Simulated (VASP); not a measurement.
# Cu8O (Cmmm) in VASP: single point with r2SCAN

Aim: the single point of Cu8O with r2SCAN.

All numbers are computed with VASP 6.6.1; they aren't measurements. Logs are shortened: lines on timing, memory, paths and dates and some standing lists are left out, and cuts for length are marked.

## (1) The cell of the first run

The structure is orthorhombic, space group Cmmm (No. 65). The conventional cell has a = 6.137 Å, b = 6.199 Å, c = 5.425 Å, α = 90.00°, β = 90.00°, γ = 90.00°. Cu (site symmetry 2mm) has 13 Cu at 2.47 to 3.14 Å and 2 O at 3.25 Å within 3.3 Å. Within 2.6 Å of Cu (site symmetry 2mm) lie 1 O at 1.92 Å and 5 Cu at 2.30 to 2.55 Å. Within 2.8 Å of Cu (site symmetry m) lie 1 O at 2.03 Å and 10 Cu at 2.45 to 2.79 Å. O (site symmetry mmm) has 6 Cu at 1.92 to 2.03 Å within 2.5 Å.

## (2) Single point, r2SCAN

POSCAR reads:

```
Cu8O
1.0
    3.0686082194     -3.0994437208      0.0000000000
    3.0686082194      3.0994437208      0.0000000000
    0.0000000000      0.0000000000      5.4254151790
Cu O
8 1
Direct
    0.7901845231      0.7901845231      0.5000000000
    0.2098154769      0.2098154769      0.5000000000
    0.8123611555      0.8123611555      0.0000000000
    0.1876388445      0.1876388445      0.0000000000
    0.2772003172      0.7227996828      0.2738284765
    0.2772003172      0.7227996828      0.7261715235
    0.7227996828      0.2772003172      0.7261715235
    0.7227996828      0.2772003172      0.2738284765
    0.5000000000      0.5000000000      0.0000000000
```

INCAR.step1 reads:

```
SYSTEM = Cu8O
PREC     = Accurate       ! precision mode
ENCUT    = 520            ! plane-wave cutoff, eV
ISMEAR   = 0              ! smearing method
SIGMA    = 0.15           ! smearing width, eV
LREAL    = .False.        ! projectors in reciprocal space
LASPH    = .True.         ! aspherical terms in the spheres
NELM     = 80             ! most SCF steps
NBANDS   = 57             ! bands
GGA      = PE             ! functional
ALGO     = Normal         ! electronic algorithm
EDIFF    = 1E-4           ! SCF threshold, eV
LWAVE    = .True.         ! write WAVECAR
LCHARG   = .False.        ! write CHGCAR
KPAR     = 2
```

INCAR.step2 reads:

```
SYSTEM = Cu8O
PREC     = Accurate       ! precision mode
ENCUT    = 520            ! plane-wave cutoff, eV
EDIFF    = 1E-7           ! SCF threshold, eV
ISMEAR   = 0              ! smearing method
SIGMA    = 0.15           ! smearing width, eV
LREAL    = .False.        ! projectors in reciprocal space
LASPH    = .True.         ! aspherical terms in the spheres
NELM     = 80             ! most SCF steps
ALGO     = Normal         ! electronic algorithm
ISIF     = 2              ! what is computed and relaxed
LWAVE    = .False.        ! write WAVECAR
LCHARG   = .False.        ! write CHGCAR
METAGGA  = R2SCAN         ! meta-GGA
LMIXTAU  = .True.       
NBANDS   = 57             ! bands
ISTART   = 1            
KPAR     = 2
```

KPOINTS reads:

```
regular mesh
0
Gamma
  10 10 8
  0 0 0
```

Potentials or basis: VASP PAW PBE potentials, release 64 (Cu, O).

Command:

```console
cat potpaw_PBE.64/Cu/POTCAR potpaw_PBE.64/O/POTCAR > POTCAR
cp INCAR.step1 INCAR
mpirun -np 2 vasp_std > vasp.out
cp INCAR.step2 INCAR
mpirun -np 2 vasp_std > vasp.out
```

OUTCAR:

```text
SYSTEM = Cu8O
   PREC = Accurate
   ENCUT = 520
   EDIFF = 1E-7
   ISMEAR = 0
   LREAL = .False.
   LASPH = .True.
   NELM = 80
   ISIF = 2
   METAGGA = R2SCAN
   ISTART = 1

 ion  position               nearest neighbor table
   1  0.790  0.790  0.500-   5 2.47   6 2.47   7 2.47   8 2.47   7 2.57   8 2.57   5 2.57   6 2.57
                             2 2.58   3 2.72   3 2.72
   2  0.210  0.210  0.500-   5 2.47   6 2.47   7 2.47   8 2.47   7 2.57   8 2.57   5 2.57   6 2.57
                             1 2.58   4 2.72   4 2.72
   3  0.812  0.812  0.000-   9 1.92   4 2.30   6 2.55   7 2.55   8 2.55   5 2.55   1 2.72   1 2.72
                             7 2.79   8 2.79   5 2.79   6 2.79
   4  0.188  0.188  0.000-   9 1.92   3 2.30   6 2.55   7 2.55   8 2.55   5 2.55   2 2.72   2 2.72
                             7 2.79   8 2.79   5 2.79   6 2.79
   5  0.277  0.723  0.274-   9 2.03   6 2.45   1 2.47   2 2.47   3 2.55   4 2.55   1 2.57   2 2.57
                             8 2.76   3 2.79   4 2.79
   6  0.277  0.723  0.726-   9 2.03   5 2.45   1 2.47   2 2.47   3 2.55   4 2.55   1 2.57   2 2.57
                             7 2.76   3 2.79   4 2.79
   7  0.723  0.277  0.726-   9 2.03   8 2.45   1 2.47   2 2.47   3 2.55   4 2.55   1 2.57   2 2.57
                             6 2.76   3 2.79   4 2.79
   8  0.723  0.277  0.274-   9 2.03   7 2.45   1 2.47   2 2.47   3 2.55   4 2.55   1 2.57   2 2.57
                             5 2.76   3 2.79   4 2.79
   9  0.500  0.500  0.000-   3 1.92   4 1.92   5 2.03   6 2.03   7 2.03   8 2.03

  LATTYP: Found a base centered orthorhombic cell.
 ALAT       =     6.1372164388
 B/A-ratio  =     1.0100486928
 C/A-ratio  =     0.8840188762

  Lattice vectors:

 A1 = (   3.0686082194,  -3.0994437208,   0.0000000000)
 A2 = (   3.0686082194,   3.0994437208,   0.0000000000)
 A3 = (   0.0000000000,   0.0000000000,   5.4254151790)

Analysis of symmetry for initial positions (statically):
=====================================================================
 Subroutine PRICEL returns:
 Original cell was already a primitive cell.

 Routine SETGRP: Setting up the symmetry group for a
 base centered orthorhombic supercell.

 Subroutine GETGRP returns: Found  8 space group operations
 (whereof  8 operations were pure point group operations)
 out of a pool of  8 trial point group operations.

The static configuration has the point symmetry D_2h.

Analysis of symmetry for dynamics (positions and initial velocities):
=====================================================================
 Subroutine PRICEL returns:
 Original cell was already a primitive cell.

 Routine SETGRP: Setting up the symmetry group for a
 base centered orthorhombic supercell.

 Subroutine GETGRP returns: Found  8 space group operations
 (whereof  8 operations were pure point group operations)
 out of a pool of  8 trial point group operations.

The dynamic configuration has the point symmetry D_2h.

 Subroutine INISYM returns: Found  8 space group operations
 (whereof  8 operations are pure point group operations),
 and found     1 'primitive' translations

----------------------------------------------------------------------------------------

                                     Primitive cell

  volume of cell :     103.2020

  direct lattice vectors                    reciprocal lattice vectors
     3.068608219 -3.099443721  0.000000000     0.162940318 -0.161319271  0.000000000
     3.068608219  3.099443721  0.000000000     0.162940318  0.161319271  0.000000000
     0.000000000  0.000000000  5.425415179     0.000000000  0.000000000  0.184317691

  length of vectors
     4.361525855  4.361525855  5.425415179     0.229289019  0.229289019  0.184317691

  position of ions in fractional coordinates (direct lattice)
     0.790184523  0.790184523  0.500000000
     0.209815477  0.209815477  0.500000000
     0.812361155  0.812361155  0.000000000
     0.187638845  0.187638845  0.000000000
     0.277200317  0.722799683  0.273828477
     0.277200317  0.722799683  0.726171523
     0.722799683  0.277200317  0.726171523
     0.722799683  0.277200317  0.273828477
     0.500000000  0.500000000  0.000000000

  ion indices of the primitive-cell ions
   primitive index   ion index
                 1           1
                 2           2
                 3           3
                 4           4
                 5           5
                 6           6
                 7           7
                 8           8
                 9           9

----------------------------------------------------------------------------------------

 KPOINTS: regular mesh

Automatic generation of k-mesh.
 Grid dimensions read from file:
 generate k-points for:   10   10    8

 Generating k-lattice:

  Cartesian coordinates                     Fractional coordinates (reciprocal lattice)
     0.016294032 -0.016131927  0.000000000     0.100000000  0.000000000  0.000000000
     0.016294032  0.016131927  0.000000000     0.000000000  0.100000000  0.000000000
     0.000000000  0.000000000  0.023039711     0.000000000  0.000000000  0.125000000

  Length of vectors
     0.022928902  0.022928902  0.023039711

  Shift w.r.t. Gamma in fractional coordinates (k-lattice)
     0.000000000  0.000000000  0.000000000

 Subroutine IBZKPT returns following result:
 ===========================================

 Found    155 irreducible k-points:

 Following reciprocal coordinates:
            Coordinates               Weight
  0.000000  0.000000  0.000000      1.000000
  0.100000 -0.000000  0.000000      4.000000
  0.200000 -0.000000  0.000000      4.000000
  0.300000  0.000000  0.000000      4.000000
  0.400000  0.000000  0.000000      4.000000
  0.500000  0.000000  0.000000      2.000000
[... 16 lines left out ...]
  0.300000  0.300000  0.000000      2.000000
  0.400000  0.300000  0.000000      4.000000
 [... further k-points ...]
   k-points           NKPTS =    155   k-points in BZ     NKDIM =    155   number of bands    NBANDS=     57
   number of dos      NEDOS =    301   number of ions     NIONS =      9
   total plane-waves  NPLWV =  40960
   dimension x,y,z NGX =    32 NGY =   32 NGZ =   40
   dimension x,y,z NGXF=    64 NGYF=   64 NGZF=   80
   ions per type =               8   1
   NGX,Y,Z   is equivalent  to a cutoff of  12.20, 12.20, 12.26 a.u.
   NGXF,Y,Z  is equivalent  to a cutoff of  24.39, 24.39, 24.51 a.u.
 SYSTEM =  Cu8O
   PREC   = accura    normal or accurate (medium, high low for compatibility)
   ISTART =      1    job   : 0-new  1-cont  2-samecut
   ICHARG =      0    charge: 1-file 2-atom 10-const
   ISPIN  =      1    spin polarized calculation?
   LNONCOLLINEAR =      F non collinear calculations
   LSORBIT =      F    spin-orbit coupling
   LASPH  =      T    aspherical Exc in radial PAW
   ENCUT  =  520.0 eV  38.22 Ry    6.18 a.u.   8.11  8.11 10.09*2*pi/ulx,y,z
   NELM   =     80;   NELMIN=  2; NELMDL=  0     # of ELM steps
   EDIFF  = 0.1E-06   stopping-criterion for ELM
   LREAL  =      F    real-space projection
   EDIFFG = 0.1E-05   stopping-criterion for IOM
   NSW    =      0    number of steps for IOM
   IBRION =     -1    ionic relax: 0-MD 1-quasi-New 2-CG
   NFREE  =      0    steps in history (QN), initial steepest desc. (CG)
   ISIF   =      2    stress and relaxation
   ISYM   =      2    0-nonsym 1-usesym 2-fastsym
   POTIM  = 0.5000    time-step for ionic-motion
   TEBEG  =    0.0;   TEEND  =   0.0 temperature during run
   PSTRESS=    0.0 pullay stress
   NELECT =      94.0000    total number of electrons
   NUPDOWN=      -1.0000    fix difference up-down
   EMIN   =  10.00;   EMAX   =-10.00  energy-range for DOS
   EFERMI =   0.00;   METHOD = LEGACY
   ISMEAR =     0;   SIGMA  =   0.15  broadening in eV -4-tet -1-fermi 0-gaus
   EFERMI_NEDOS =   21; number of points for ismear=-14 and -15
   IALGO  =     38    algorithm
   IMIX   =      4    mixing-type and parameters
     AMIX     =   0.40;   BMIX     =  1.00
     AMIX_MAG =   1.60;   BMIX_MAG =  1.00
  volume/ion in A,a.u.               =      11.47        77.38
  Fermi-wavevector in a.u.,A,eV,Ry     =   1.586919  2.998842 34.263708  2.518312
  Thomas-Fermi vector in A             =   2.686156
   LORBIT       =      0    0 simple, 1 ext, 2 COOP (PROOUT), +10 PAW based schemes
   METAGGA = R2SCAN    functional components
   LHFCALC =     F    Hartree Fock is set to
   AEXX    =    0.0000 exact exchange contribution
   IVDW    =     0    specifies the selected vdW correction
   LEPSILON=     F    determine dielectric tensor
   LRPA    =     F    only Hartree local field effects (RPA)
 non-spin polarized calculation
 Gauss-broadening in eV      SIGMA  =   0.15
  energy-cutoff  :      520.00
  volume of cell :      103.20
 maximum number of plane-waves:      2816
   NGX = 17   NGY = 17   NGZ = 21

 number of electron      93.9999941 magnetization

 Free energy of the ion-electron system (eV)
  ---------------------------------------------------
  ext. energy  EPLUGINS =         0.00000000
  ---------------------------------------------------
  free energy    TOTEN  =       -93.04427075 eV

  energy without entropy =      -93.02458057  energy(sigma->0) =      -93.03442566

 E-fermi :   7.2402     XC(G=0): -13.4560

 val. band max:        7.2378816512   @ k =  -0.3000   0.2000   0.1250
 cond. band min:       7.2431168459   @ k =   0.5000   0.2000   0.0000
 fundamental gap:      0.0052351947
 Fermi energy:         7.2402144351

 k-point     1 :       0.0000    0.0000    0.0000
  band No.  band energies     occupation
      1     -14.2335      2.00000
      2      -1.3623      2.00000
      3      -0.3566      2.00000
      4      -0.2106      2.00000
      5      -0.1350      2.00000
      6       2.5098      2.00000
[... 49 lines left out ...]
     56      14.2974      0.00000
     57      14.7235      0.00000

 k-point     2 :       0.1000   -0.0000    0.0000
  band No.  band energies     occupation
      1     -14.2308      2.00000
      2      -1.3447      2.00000
      3      -0.3457      2.00000
      4      -0.2161      2.00000
      5      -0.1071      2.00000
      6       2.4830      2.00000
[... 49 lines left out ...]
     56      14.3674      0.00000
     57      14.6579      0.00000

 k-point     3 :       0.2000   -0.0000    0.0000
  band No.  band energies     occupation
      1     -14.2238      2.00000
      2      -1.3152      2.00000
      3      -0.3168      2.00000
      4      -0.2066      2.00000
      5      -0.0100      2.00000
      6       2.4099      2.00000
[... 1194 lines left out ...]
      1     -14.2000      2.00000
      2      -1.0810      2.00000
      3      -0.3188      2.00000
      4      -0.2573      2.00000
      5       0.5696      2.00000
      6       2.0556      2.00000
[... 49 lines left out ...]
     56      15.1220      0.00000
     57      16.3584      0.00000

 k-point    24 :       0.4000    0.3000    0.0000
  band No.  band energies     occupation
      1     -14.1957      2.00000
      2      -0.9620      2.00000
      3      -0.3513      2.00000
      4      -0.2420      2.00000
      5       0.9179      2.00000
      6       1.8599      2.00000
[... 49 lines left out ...]
     56      15.6707      0.00000
     57      16.2828      0.00000

 [... further k-points ...]

------------------------ aborting loop because EDIFF is reached ----------------------------------------

  FORCE on cell =-STRESS in cart. coord.  units (eV):
  Direction    XX          YY          ZZ          XY          YZ          ZX
  --------------------------------------------------------------------------------------
  -------------------------------------------------------------------------------------
  Total        0.5116791      0.2825106      0.3387983      0.0000000      0.0000000      0.0000000
  in kB        7.9436491      4.3858834      5.2597319      0.0000000      0.0000000      0.0000000
  external PRESSURE =       5.8630881 kB  Pullay stress =       0.0000000 kB

 VOLUME and BASIS-vectors are now :
 -----------------------------------------------------------------------------
  energy-cutoff  :      520.00
  volume of cell :      103.20
      direct lattice vectors                 reciprocal lattice vectors
     3.068608219 -3.099443721  0.000000000     0.162940318 -0.161319271  0.000000000
     3.068608219  3.099443721  0.000000000     0.162940318  0.161319271  0.000000000
     0.000000000  0.000000000  5.425415179     0.000000000  0.000000000  0.184317691

 POSITION                                       TOTAL-FORCE (eV/Angst)
 -----------------------------------------------------------------------------------
      4.84953      0.00000      2.71271        -0.005202     -0.000000      0.000000
      1.28768      0.00000      2.71271         0.005202     -0.000000      0.000000
      4.98564      0.00000      0.00000         0.026875     -0.000000      0.000000
      1.15158      0.00000      0.00000        -0.026875     -0.000000      0.000000
      3.06861      1.38111      1.48563        -0.000000      0.014174     -0.005548
      3.06861      1.38111      3.93978        -0.000000      0.014174      0.005548
      3.06861     -1.38111      3.93978        -0.000000     -0.014174      0.005548
      3.06861     -1.38111      1.48563        -0.000000     -0.014174     -0.005548
      3.06861      0.00000      0.00000        -0.000000      0.000000      0.000000
 -----------------------------------------------------------------------------------
    total drift:                               -0.000000     -0.000000     -0.000000

  FREE ENERGIE OF THE ION-ELECTRON SYSTEM (eV)
  ---------------------------------------------------
  free  energy   TOTEN  =       -93.0442707463 eV

  energy  without entropy=      -93.0245805726  energy(sigma->0) =      -93.03442566
```

It took 11 min on 2 MPI ranks of Intel Xeon 6975P-C (Granite Rapids), shared host; peak memory 0.66 GiB.

What came out:

```yaml
Free_energy: -93.0443 eV
Pressure: 0.6 GPa
Largest_force: 0.027 eV/Å
Band_gap_on_the_k_mesh: zero (bands 47 and 48 overlap by 2.82 eV)
```

Forces on the atoms (eV/Å):
```
Cu  -0.005  0.000  0.000
Cu   0.005  0.000  0.000
Cu   0.027  0.000  0.000
Cu  -0.027  0.000  0.000
Cu   0.000  0.014 -0.006
Cu   0.000  0.014  0.006
Cu   0.000 -0.014  0.006
Cu   0.000 -0.014 -0.006
O    0.000  0.000  0.000
```

Stress tensor (GPa, compression positive):
```
0.79 0.00 0.00
0.00 0.44 0.00
0.00 0.00 0.53
```

Caveat: the PAW data sets were made with another functional, which shifts forces and pressure a little. With open d or f shells a metallic result of r2SCAN can be an artefact of self-interaction; +U or a hybrid may open a gap.
